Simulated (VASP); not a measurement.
# NiO: single point with PBE+U

The system is NiO.

```
Ni O
1.0
     0.00000    2.09131    2.09131
     2.09131    0.00000    2.09131
     2.09131    2.09131    0.00000
Ni O
1 1
Direct
  0.00000 0.00000 0.00000
  0.50000 0.50000 0.50000
```

* Program: VASP 6.6.1
* Task: single point
* Functional: PBE
* Potentials or basis: VASP PAW PBE potentials, release 64 (Ni, O)
* Cutoff: 520 eV
* k mesh: 11 × 11 × 11
* Occupations: fermi-dirac, width 0.05 eV
* Spin: collinear spin, ferromagnetic start
* Starting moments: [1.0, 0.0] μB
* Hubbard terms: Ni d U = 2.0 eV

| Property | Result |
| --- | --- |
| Pressure | 5.8 GPa |
| Band gap on the k mesh | 0.37 eV (least direct gap 1.25 eV) |
| Net moment | 2.00 μB per cell |
| Site moments | Ni +1.68; O +0.28 μB |
| Valence electrons inside the program's atomic spheres | Ni 8.96; O 5.01 |

Levels at points of the mesh, in eV from the valence-band top:
Spin up:
| k point | band 7 | band 8 | band 9 | band 10 | band 11 | band 12 |
| --- | --- | --- | --- | --- | --- | --- |
| (0.00, 0.00, 0.00) | -2.40 | -2.40 | -2.40 | 1.91 | 18.22 | 18.64 |
Spin down:
```csv
k point,band 4,band 5,band 6,band 7,band 8,band 9,band 10,band 11
"(0.00, 0.00, 0.00)",-2.54,-1.87,-1.87,-1.87,0.37,0.37,2.30,18.16
```

Eigenvalues of the final occupation matrices:
```
    site  spin  trace               eigenvalues
site 1 d     1   4.95  0.97 0.97 0.97 1.02 1.02
site 1 d     2   3.29  0.20 0.20 0.97 0.97 0.97
```

Wall time 76 s on 1 thread of Intel Xeon 8259CL, on a shared host, peak memory 0.17 GiB.

Caveat: the cell stands under pressure; an odd mesh through Γ misses points on the zone boundary, where band edges can lie; a cell with one magnetic atom can't hold antiferromagnetic order, which such compounds often take. The state reached can hang on the start; a lower one may exist.
